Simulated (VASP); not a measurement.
The system is SiC.

```
CELL_PARAMETERS angstrom
1.54159 0.89004 5.32123
-1.54159 0.89004 5.32123
0.00000 -1.78007 5.32123
ATOMIC_POSITIONS crystal
C 0.44919 0.44919 0.44919
C 0.55081 0.55081 0.55081
Si 0.92547 0.92547 0.92547
Si 0.07453 0.07453 0.07453
```

Base run:

| Item | Value |
| --- | --- |
| Program | VASP 6.6.1 |
| Functional | r2SCAN |
| Potentials or basis | VASP PAW PBE potentials, release 64 (C, Si) |
| Cutoff | 520 eV |
| k mesh | 6 × 6 × 6 |
| Occupations | gaussian, width 0.01 eV |
| Spin | no spin polarisation |

Its results: band gap on the k mesh 0.69 eV, indirect (least direct gap 2.12 eV); pressure -0.1 GPa; largest force 0.046 eV/Å.

Question: The run is repeated on the same cell with these changes: functional from r2SCAN to PBE. What comes out?

Answer: Band gap on the k mesh 0.48 eV, indirect (least direct gap 1.81 eV); pressure 2.6 GPa; largest force 0.218 eV/Å.

r2SCAN gives the wider gap, since meta-GGAs in the generalised Kohn-Sham scheme recover part of the derivative discontinuity.

Caveats: the PAW data sets were made with another functional, which shifts forces and pressure a little (some runs).

A k mesh can miss the band edges.
